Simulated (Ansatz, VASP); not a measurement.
## Two plane-wave programs on Ta

```
CELL_PARAMETERS angstrom
-1.65128 1.65128 1.65128
1.65128 -1.65128 1.65128
1.65128 1.65128 -1.65128
ATOMIC_POSITIONS crystal
Ta 0.00000 0.00000 0.00000
```

Alike in both runs: task single point; functional PBE; k mesh 13 × 13 × 13; no spin polarisation.

|  | VASP | Ansatz |
| --- | --- | --- |
| version | VASP 6.6.1 | Ansatz 0.2.0 |
| potentials or method | VASP PAW PBE potentials, release 64 (Ta_pv) | plane waves, PAW |
| plane-wave cutoff (eV) | 520 | 420 |
| occupations | methfessel-paxton of order 1, width 0.1 eV | cold |
| valence electrons in the cell | 11 | 13 |

|  | VASP | Ansatz | Ansatz less VASP |
| --- | --- | --- | --- |
| gap on the k mesh at the Fermi level (eV) | none | none | - |
| pressure (GPa) | 3.9 | 3.8 | -0.18 |

A gap of «none» marks a metal or a gap that the smearing closes. VASP's potentials hold 11 valence electrons a cell and Ansatz's 13, so a difference there can come from the potentials and not from the codes.

Spin-orbit coupling is off throughout.
